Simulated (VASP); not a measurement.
# CoO in VASP: a series of runs, part 2 of 2

VASP 6.6.1. The steps go on from the part before.

### 4 Single point, PBEsol, collinear spin, ferromagnetic start

Input file INCAR:

```
SYSTEM = CoO
PREC = Accurate
ENCUT = 520
EDIFF = 1E-7
ISMEAR = -1
SIGMA = 0.05
LREAL = .FALSE.
LASPH = .TRUE.
NELM = 150
ALGO = Normal
ISIF = 2
LWAVE = .FALSE.
LCHARG = .FALSE.
ISPIN = 2
MAGMOM = 2 0
LORBIT = 11
LMAXMIX = 4
GGA = PS
NBANDS = 18
```

Input file KPOINTS:

```
regular mesh
0
G
  12 12 12
  0 0 0
```

Input file POSCAR:

```
CoO
1.0
   -1.5080000000      1.5080000000      2.1072475377
    1.5080000000     -1.5080000000      2.1072475377
    1.5080000000      1.5080000000     -2.1072475377
Co O
1 1
Direct
    0.0000000000      0.0000000000      0.0000000000
    0.5000000000      0.5000000000      0.0000000000
```

On the command line:

```console
$ cat potpaw_PBE.64/Co/POTCAR potpaw_PBE.64/O/POTCAR > POTCAR
$ mpirun -np 1 vasp_std > vasp.out
```

It took 3.2 min on 1 thread of Intel Xeon 8259CL, shared host; peak memory 0.22 GiB.

It converged, with:

```yaml
Free_energy: -13.9708 eV
Pressure: -9.6 GPa
Net_moment: 2.92 μB per cell
Site_moments: Co +2.56; O +0.31 μB
Valence_electrons_inside_the_program's_atomic_spheres: Co 7.82; O 4.95
```

Stress tensor (GPa, compression positive):
```
-9.72  0.00  0.00
 0.00 -9.72  0.00
 0.00  0.00 -9.44
```

Levels at points of the mesh, in eV from the Fermi level:
Spin up:
```tsv
k point	band 6	band 7	band 8	band 9	band 10	band 11	band 12	band 13
(0.00, 0.00, 0.00)	-3.24	-3.18	-3.18	-3.09	0.89	16.60	17.96	17.96
(0.50, 0.00, 0.00)	-2.40	-1.86	0.05	0.13	4.87	9.26	13.14	13.41
(0.50, 0.50, 0.00)	-2.94	-2.40	-2.13	-2.10	5.74	9.62	11.54	15.59
(0.50, 0.50, 0.50)	-2.91	-2.40	-2.14	-2.14	5.74	9.78	11.40	15.54
```
Spin down:
| k point | band 4 | band 5 | band 6 | band 7 | band 8 | band 9 |
| --- | --- | --- | --- | --- | --- | --- |
| (0.00, 0.00, 0.00) | -2.63 | -1.14 | -1.14 | -1.09 | -0.16 | -0.14 |
| (0.50, 0.00, 0.00) | -4.76 | -0.14 | -0.11 | 0.19 | 2.55 | 2.62 |
| (0.50, 0.50, 0.00) | -3.87 | -2.29 | 0.13 | 0.16 | 0.32 | 0.83 |
| (0.50, 0.50, 0.50) | -3.95 | -2.30 | 0.15 | 0.15 | 0.36 | 0.82 |

Caveat: the cell stands under tension; the PAW data sets were made with another functional, which shifts forces and pressure a little; a cell with one magnetic atom can't hold antiferromagnetic order, which such compounds often take; semilocal functionals often make such compounds metallic where correlation or magnetic order opens a gap, which also shifts bond lengths. With open d or f shells a metallic result of PBEsol can be an artefact of self-interaction; +U or a hybrid may open a gap.

### 5 Single point, PBEsol, collinear spin, ferromagnetic start

Input file INCAR:

```
  PREC = Accurate
  ENCUT = 600
  EDIFF = 1E-6
  ISMEAR = 1
  SIGMA = 0.1
  LREAL = False
  LASPH = True
  NELM = 200
  ALGO = Normal
  ISIF = 2
  LWAVE = False
  LCHARG = True
  ISPIN = 2
  MAGMOM = 2 0
  LORBIT = 11
  LMAXMIX = 4
  GGA = PS
  LELF = True
  LVHAR = True
  NBANDS = 22
  GGA_COMPAT = False
```

Input file KPOINTS:

```
Automatic mesh
0
Gamma
  10 10 11
```

Input file POSCAR:

```
CoO
1.0
   -1.5080000000      1.5080000000      2.1072475377
    1.5080000000     -1.5080000000      2.1072475377
    1.5080000000      1.5080000000     -2.1072475377
Co O
1 1
Direct
   -0.0052800000      0.0049430000      0.0153250000
    0.5146290000      0.4995850000      0.0049600000
```

Potentials or basis: VASP PAW PBE potentials, release 64 (Co_sv, O).

On the command line:

```console
$ cat potpaw_PBE.64/Co_sv/POTCAR potpaw_PBE.64/O/POTCAR > POTCAR
$ mpirun -np 1 vasp_std > vasp.out
```

OUTCAR:

```text
PREC = Accurate
   ENCUT = 600
   EDIFF = 1E-6
   ISMEAR = 1
   LREAL = False
   LASPH = True
   NELM = 200
   ISIF = 2
   ISPIN = 2
   LORBIT = 11
   GGA = PS

 ion  position               nearest neighbor table
   1  0.995  0.005  0.015-   2 2.06   2 2.08   2 2.11   2 2.16   2 2.16   2 2.19
   2  0.515  0.500  0.005-   1 2.06   1 2.08   1 2.11   1 2.16   1 2.16   1 2.19

  LATTYP: Found a body centered tetragonal cell.
 ALAT       =     3.0160000000
 C/A-ratio  =     1.3973790038

  Lattice vectors:

 A1 = (  -1.5080000000,   1.5080000000,   2.1072475377)
 A2 = (   1.5080000000,  -1.5080000000,   2.1072475377)
 A3 = (   1.5080000000,   1.5080000000,  -2.1072475377)

Analysis of symmetry for initial positions (statically):
=====================================================================
 Subroutine PRICEL returns:
 Original cell was already a primitive cell.

 Routine SETGRP: Setting up the symmetry group for a
 body centered tetragonal supercell.

 Subroutine GETGRP returns: Found  1 space group operations
 (whereof  1 operations were pure point group operations)
 out of a pool of 16 trial point group operations.

The static configuration has the point symmetry C_1 .

Analysis of symmetry for dynamics (positions and initial velocities):
=====================================================================
 Subroutine PRICEL returns:
 Original cell was already a primitive cell.

 Routine SETGRP: Setting up the symmetry group for a
 body centered tetragonal supercell.

 Subroutine GETGRP returns: Found  1 space group operations
 (whereof  1 operations were pure point group operations)
 out of a pool of 16 trial point group operations.

The dynamic configuration has the point symmetry C_1 .

Analysis of structural, dynamic, and magnetic symmetry:
=====================================================================
 Subroutine PRICEL returns:
 Original cell was already a primitive cell.

 Routine SETGRP: Setting up the symmetry group for a
 body centered tetragonal supercell.

 Subroutine GETGRP returns: Found  1 space group operations
 (whereof  1 operations were pure point group operations)
 out of a pool of 16 trial point group operations.

The overall configuration has the point symmetry C_1 .

 Subroutine INISYM returns: Found  1 space group operations
 (whereof  1 operations are pure point group operations),
 and found     1 'primitive' translations

----------------------------------------------------------------------------------------

                                     Primitive cell

  volume of cell :      19.1681

  direct lattice vectors                    reciprocal lattice vectors
    -1.508000000  1.508000000  2.107247538     0.000000000  0.331564987  0.237276348
     1.508000000 -1.508000000  2.107247538     0.331564987  0.000000000  0.237276348
     1.508000000  1.508000000 -2.107247538     0.331564987  0.331564987  0.000000000

  length of vectors
     2.998102764  2.998102764  2.998102764     0.407719764  0.407719764  0.468903701

  position of ions in fractional coordinates (direct lattice)
     0.994720000  0.004943000  0.015325000
     0.514629000  0.499585000  0.004960000

  ion indices of the primitive-cell ions
[... 89 lines left out ...]
   ISTART =      0    job   : 0-new  1-cont  2-samecut
   ICHARG =      2    charge: 1-file 2-atom 10-const
   ISPIN  =      2    spin polarized calculation?
   LNONCOLLINEAR =      F non collinear calculations
   LSORBIT =      F    spin-orbit coupling
   LASPH  =      T    aspherical Exc in radial PAW
   ENCUT  =  600.0 eV  44.10 Ry    6.64 a.u.   5.99  5.99  5.99*2*pi/ulx,y,z
   NELM   =    200;   NELMIN=  2; NELMDL= -5     # of ELM steps
   EDIFF  = 0.1E-05   stopping-criterion for ELM
   LREAL  =      F    real-space projection
   EDIFFG = 0.1E-04   stopping-criterion for IOM
   NSW    =      0    number of steps for IOM
   IBRION =     -1    ionic relax: 0-MD 1-quasi-New 2-CG
   NFREE  =      0    steps in history (QN), initial steepest desc. (CG)
   ISIF   =      2    stress and relaxation
   ISYM   =      2    0-nonsym 1-usesym 2-fastsym
   POTIM  = 0.5000    time-step for ionic-motion
   TEBEG  =    0.0;   TEEND  =   0.0 temperature during run
   PSTRESS=    0.0 pullay stress
   NELECT =      23.0000    total number of electrons
   NUPDOWN=      -1.0000    fix difference up-down
   EMIN   =  10.00;   EMAX   =-10.00  energy-range for DOS
   EFERMI =   0.00;   METHOD = LEGACY
   ISMEAR =     1;   SIGMA  =   0.10  broadening in eV -4-tet -1-fermi 0-gaus
   EFERMI_NEDOS =   21; number of points for ismear=-14 and -15
   IALGO  =     38    algorithm
   IMIX   =      4    mixing-type and parameters
     AMIX     =   0.40;   BMIX     =  1.00
     AMIX_MAG =   1.60;   BMIX_MAG =  1.00
  volume/ion in A,a.u.               =       9.58        64.68
  Fermi-wavevector in a.u.,A,eV,Ry     =   1.739635  3.287433 41.175699  3.026328
  Thomas-Fermi vector in A             =   2.812438
   LORBIT       =     11    0 simple, 1 ext, 2 COOP (PROOUT), +10 PAW based schemes
   GGA     = PS    functional components
   LHFCALC =     F    Hartree Fock is set to
   AEXX    =    0.0000 exact exchange contribution
   IVDW    =     0    specifies the selected vdW correction
   LEPSILON=     F    determine dielectric tensor
   LRPA    =     F    only Hartree local field effects (RPA)
 spin polarized calculation
 Methfessel and Paxton  Order N= 1 SIGMA  =   0.10
  energy-cutoff  :      600.00
  volume of cell :       19.17
 maximum number of plane-waves:       651
   NGX = 11   NGY = 11   NGZ = 11

 number of electron      22.9999997 magnetization       2.9721557

 Free energy of the ion-electron system (eV)
  ---------------------------------------------------
  ext. energy  EPLUGINS =         0.00000000
  ---------------------------------------------------
  free energy    TOTEN  =       -14.02859446 eV

  energy without entropy =      -14.03019746  energy(sigma->0) =      -14.02912879

 E-fermi :   8.9633     XC(G=0): -13.0037

 val. band max:        8.9621427316   @ k =   0.0000   0.5000   0.0909
 cond. band min:       8.9635911920   @ k =  -0.3000  -0.2000   0.3636
 fundamental gap:      0.0014484604
 Fermi energy:         8.9632987671

 spin component 1

 k-point     1 :       0.0000    0.0000    0.0000
  band No.  band energies     occupation
      1     -87.7114      1.00000
      2     -51.1278      1.00000
      3     -51.0747      1.00000
      4     -51.0692      1.00000
      5     -11.4014      1.00000
      6       5.2009      1.00000
[... 589 lines left out ...]
     21      37.3634      0.00000
     22      37.6638      0.00000

 [... further k-points ...]

 spin component 2

 k-point     1 :       0.0000    0.0000    0.0000
  band No.  band energies     occupation
      1     -84.6647      1.00000
      2     -48.1308      1.00000
      3     -48.1093      1.00000
      4     -48.1067      1.00000
      5     -10.8459      1.00000
      6       6.1473      1.00000
[... 589 lines left out ...]
     21      38.0130      0.00000
     22      38.3807      0.00000

 [... further k-points ...]

------------------------ aborting loop because EDIFF is reached ----------------------------------------

  FORCE on cell =-STRESS in cart. coord.  units (eV):
  Direction    XX          YY          ZZ          XY          YZ          ZX
  --------------------------------------------------------------------------------------
  -------------------------------------------------------------------------------------
  Total       -1.3618696     -1.3327132     -1.2488613     -0.0257730     -0.0227963      0.0380475
  in kB     -113.8329165   -111.3958615   -104.3870327     -2.1542544     -1.9054490      3.1802267
  external PRESSURE =    -109.8719369 kB  Pullay stress =       0.0000000 kB

 VOLUME and BASIS-vectors are now :
 -----------------------------------------------------------------------------
  energy-cutoff  :      600.00
  volume of cell :       19.17
      direct lattice vectors                 reciprocal lattice vectors
    -1.508000000  1.508000000  2.107247538     0.000000000  0.331564987  0.237276348
     1.508000000 -1.508000000  2.107247538     0.331564987  0.000000000  0.237276348
     1.508000000  1.508000000 -2.107247538     0.331564987  0.331564987  0.000000000

 POSITION                                       TOTAL-FORCE (eV/Angst)
 -----------------------------------------------------------------------------------
     -1.46947      1.51569      2.07424         0.004202      0.000670      0.049388
     -0.01521      0.03017      2.12675        -0.004202     -0.000670     -0.049388
 -----------------------------------------------------------------------------------
    total drift:                                0.002321     -0.000994     -0.000621

  FREE ENERGIE OF THE ION-ELECTRON SYSTEM (eV)
  ---------------------------------------------------
  free  energy   TOTEN  =       -14.0285944600 eV

  energy  without entropy=      -14.0301974634  energy(sigma->0) =      -14.02912879

 total charge

# of ion       s       p       d       tot
------------------------------------------
    1        2.145   6.064   6.663  14.872
    2        1.546   3.410   0.000   4.956
--------------------------------------------------
tot          3.691   9.474   6.663  19.828

 magnetization (x)

# of ion       s       p       d       tot
------------------------------------------
    1        0.013   0.010   2.514   2.537
    2        0.030   0.297   0.000   0.327
--------------------------------------------------
tot          0.043   0.307   2.514   2.864
```

OSZICAR:

```text
N       E                     dE             d eps       ncg     rms          rms(c)
DAV:   1     0.253854962864E+03    0.25385E+03   -0.13359E+04 62668   0.272E+03
DAV:   2    -0.521042543161E+01   -0.25907E+03   -0.24630E+03 72364   0.699E+02
DAV:   3    -0.163901170000E+02   -0.11180E+02   -0.11079E+02 67454   0.122E+02
DAV:   4    -0.165016741422E+02   -0.11156E+00   -0.11151E+00 57842   0.105E+01
DAV:   5    -0.165058338183E+02   -0.41597E-02   -0.41596E-02 68258   0.223E+00    0.176E+01
DAV:   6    -0.154196635217E+02    0.10862E+01   -0.21094E+01 75940   0.891E+01    0.282E+01
DAV:   7    -0.140779839204E+02    0.13417E+01   -0.72221E+00 66650   0.601E+01    0.860E+00
DAV:   8    -0.140404005275E+02    0.37583E-01   -0.31011E-01 71284   0.721E+00    0.528E+00
DAV:   9    -0.140406993204E+02   -0.29879E-03   -0.14721E-01 89388   0.576E+00    0.287E+00
DAV:  10    -0.140313421886E+02    0.93571E-02   -0.37343E-02 73772   0.357E+00    0.829E-01
DAV:  11    -0.140287641145E+02    0.25781E-02   -0.22016E-02 81954   0.229E+00    0.369E-01
DAV:  12    -0.140288777056E+02   -0.11359E-03   -0.16312E-03 55742   0.396E-01    0.296E-01
DAV:  13    -0.140285953589E+02    0.28235E-03   -0.20885E-04 77582   0.283E-01    0.227E-01
DAV:  14    -0.140285982468E+02   -0.28879E-05   -0.68808E-04 81850   0.416E-01    0.111E-01
DAV:  15    -0.140286008723E+02   -0.26255E-05   -0.88817E-05 76848   0.189E-01    0.668E-02
DAV:  16    -0.140285931825E+02    0.76898E-05   -0.29715E-05 85344   0.132E-01    0.280E-02
DAV:  17    -0.140285941868E+02   -0.10043E-05   -0.52155E-06 64976   0.368E-02    0.972E-03
DAV:  18    -0.140285944600E+02   -0.27319E-06   -0.12035E-06 32176   0.192E-02
   1 F= -.14028594E+02 E0= -.14029129E+02  d E =0.160300E-02  mag=     2.9724
```

stdout:

```text
POSCAR found type information on POSCAR CoO
 POSCAR found :  2 types and       2 ions
 scaLAPACK will be used
 -----------------------------------------------------------------------------
|                                                                             |
|                                                                             |
[... 21 lines left out ...]
|     Results are often still useful ...                                      |
|                                                                             |
 -----------------------------------------------------------------------------

 POSCAR, INCAR and KPOINTS ok, starting setup
 FFT: planning ... GRIDC
 FFT: planning ... GRID_SOFT
 FFT: planning ... GRID
 WAVECAR not read
 entering main loop
```

It took 3.9 min on 1 thread of Intel Xeon 6975P-C (Granite Rapids), shared host; peak memory 0.49 GiB.

Results:

```yaml
Free_energy: -14.0286 eV
Pressure: -11.0 GPa
Largest_force: 0.050 eV/Å
Band_gap_on_the_k_mesh: zero (filled and empty bands overlap)
Net_moment: 2.97 μB per cell
Site_moments: Co +2.54; O +0.33 μB
Valence_electrons_inside_the_program's_atomic_spheres: Co 14.87; O 4.96
```

Forces on the atoms (eV/Å):
```
Co   0.004  0.001  0.049
O   -0.004 -0.001 -0.049
```

Levels at points of the mesh, in eV from the Fermi level:
Spin up:
| k point | band 10 | band 11 | band 12 | band 13 | band 14 | band 15 | band 16 | band 17 |
| --- | --- | --- | --- | --- | --- | --- | --- | --- |
| (0.00, 0.00, 0.00) | -3.19 | -2.91 | -2.89 | -2.86 | 0.81 | 16.45 | 17.81 | 17.84 |
| (0.50, 0.00, 0.00) | -2.44 | -1.91 | -0.02 | 0.10 | 4.82 | 9.16 | 13.09 | 13.36 |
| (0.00, 0.50, 0.00) | -2.45 | -1.91 | 0.00 | 0.05 | 4.83 | 9.16 | 13.08 | 13.39 |
| (0.50, 0.50, 0.00) | -2.94 | -2.44 | -2.18 | -2.14 | 5.63 | 9.59 | 11.42 | 15.52 |
Spin down:
| k point | band 8 | band 9 | band 10 | band 11 | band 12 | band 13 |
| --- | --- | --- | --- | --- | --- | --- |
| (0.00, 0.00, 0.00) | -2.74 | -1.13 | -1.08 | -1.02 | -0.10 | -0.06 |
| (0.50, 0.00, 0.00) | -4.79 | -0.14 | -0.10 | 0.19 | 2.51 | 2.63 |
| (0.00, 0.50, 0.00) | -4.80 | -0.13 | -0.11 | 0.18 | 2.53 | 2.57 |
| (0.50, 0.50, 0.00) | -3.96 | -2.26 | 0.14 | 0.17 | 0.35 | 0.83 |

Caveat: the cell stands under tension; the PAW data sets were made with another functional, which shifts forces and pressure a little; a cell with one magnetic atom can't hold antiferromagnetic order, which such compounds often take; semilocal functionals often make such compounds metallic where correlation or magnetic order opens a gap, which also shifts bond lengths. With open d or f shells a metallic result of PBEsol can be an artefact of self-interaction; +U or a hybrid may open a gap.

### 6 Overview

```tsv
task	potentials or basis	cell	k mesh	cutoff (eV)	smearing	gap on the mesh (eV)	pressure (GPa)	moment (μB)
relaxation of cell and atoms	VASP PAW PBE potentials, release 64 (Co, O)	relaxed, atomic positions A	12 × 12 × 12	600	fermi-dirac 0.05 eV	none	0.0	2.64
relaxation of cell and atoms	VASP PAW PBE potentials, release 64 (Co, O)	relaxed to 5 GPa, atomic positions A	12 × 12 × 12	600	fermi-dirac 0.05 eV	none	5.0	2.48
single point	VASP PAW PBE potentials, release 64 (Co, O)	as given, atomic positions A	12 × 12 × 12	520	fermi-dirac 0.05 eV	none	-9.6	2.92
single point	VASP PAW PBE potentials, release 64 (Co_sv, O)	as given, atomic positions B	10 × 10 × 11	600	methfessel-paxton 0.1 eV	none	-11.0	2.97
```

Alike in all rows: level PBEsol; spin collinear, ferromagnetic start.

Caveats: the PAW data sets were made with another functional, which shifts forces and pressure a little; a cell with one magnetic atom can't hold antiferromagnetic order, which such compounds often take; semilocal functionals often make such compounds metallic where correlation or magnetic order opens a gap, which also shifts bond lengths; the cell stands under tension (at least some runs); the cell is relaxed towards a set pressure, so the run minimises the enthalpy, not the energy (at least some runs).

Absolute energies hang on the potentials; compare differences alone.
